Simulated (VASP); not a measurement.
Write the native input for VASP 6.6.1 that does the following.

- Task: relaxation of cell and atoms
- Functional: r2SCAN
- Potentials or basis: VASP PAW PBE potentials, release 64 (B, As)
- Cutoff: 600 eV
- k mesh: 9 × 9 × 4
- Occupations: gaussian, width 0.02 eV
- Spin: no spin polarisation
- Dipole correction: no
- Further INCAR settings: ALGO = Normal; EDIFF = 1e-07; IBRION = 2; EDIFFG = -0.01; NSW = 80; ISIF = 3

Crystal: BAs.

```
B As
1.0
     3.36604    0.00000    0.00000
    -1.68302    2.91507    0.00000
     0.00000    0.00000    7.99465
B As
2 2
Direct
  0.00000 0.00000 0.00000
  0.33333 0.66667 0.50000
  0.33333 0.66667 0.00000
  0.66667 0.33333 0.50000
```

The input as run:

POSCAR

```
BAs
1.0
    3.3660385536      0.0000000000      0.0000000000
   -1.6830192768      2.9150748975      0.0000000000
    0.0000000000      0.0000000000      7.9946505516
B As
2 2
Direct
    0.0000000000      0.0000000000      0.0000000000
    0.3333333333      0.6666666667      0.5000000000
    0.3333333333      0.6666666667      0.0000000000
    0.6666666667      0.3333333333      0.5000000000
```

INCAR.step1

```
  PREC = Accurate
  ENCUT = 600
  ISMEAR = 0
  SIGMA = 0.02
  LREAL = False
  LASPH = True
  NELM = 100
  GGA = PE
  ALGO = Normal
  EDIFF = 1E-4
  LWAVE = True
  LCHARG = False
```

INCAR.step2

```
  PREC = Accurate
  ENCUT = 600
  EDIFF = 1E-7
  ISMEAR = 0
  SIGMA = 0.02
  LREAL = False
  LASPH = True
  NELM = 100
  ALGO = Normal
  ISIF = 3
  LWAVE = False
  LCHARG = False
  METAGGA = R2SCAN
  LMIXTAU = True
  IBRION = 2
  NSW = 80
  EDIFFG = -0.01
  ISTART = 1
```

KPOINTS

```
Automatic mesh
0
Gamma
  9 9 4
```

Potentials or basis: VASP PAW PBE potentials, release 64 (B, As).

Launch:

```bash
$ cat potpaw_PBE.64/B/POTCAR potpaw_PBE.64/As/POTCAR > POTCAR
$ cp INCAR.step1 INCAR
$ mpirun -np 1 vasp_std > vasp.out
$ cp INCAR.step2 INCAR
$ mpirun -np 1 vasp_std > vasp.out
```

It gave:

| Item | Value |
| --- | --- |
| Relaxed volume | 19.64 Å³/atom |
| Relaxed cell | a = 3.369 Å, b = 3.369 Å, c = 7.994 Å, α = 90.00°, β = 90.00°, γ = 120.00° |
| Space group after relaxing (to 0.05 Å) | P-6m2 (No. 187) |
| Energy gained by relaxing | 0.0 meV/atom |
| Ionic steps | 3 |
| Pressure after relaxing | 0.0 GPa |
| Band gap on the k mesh | 0.83 eV, indirect (least direct gap 0.90 eV) |

Caveat: the PAW data sets were made with another functional, which shifts forces and pressure a little.

Run time: 5.8 min on 1 thread of AMD EPYC 7R13 Processor (Zen 3), with other jobs on the host, peak memory 0.22 GiB.
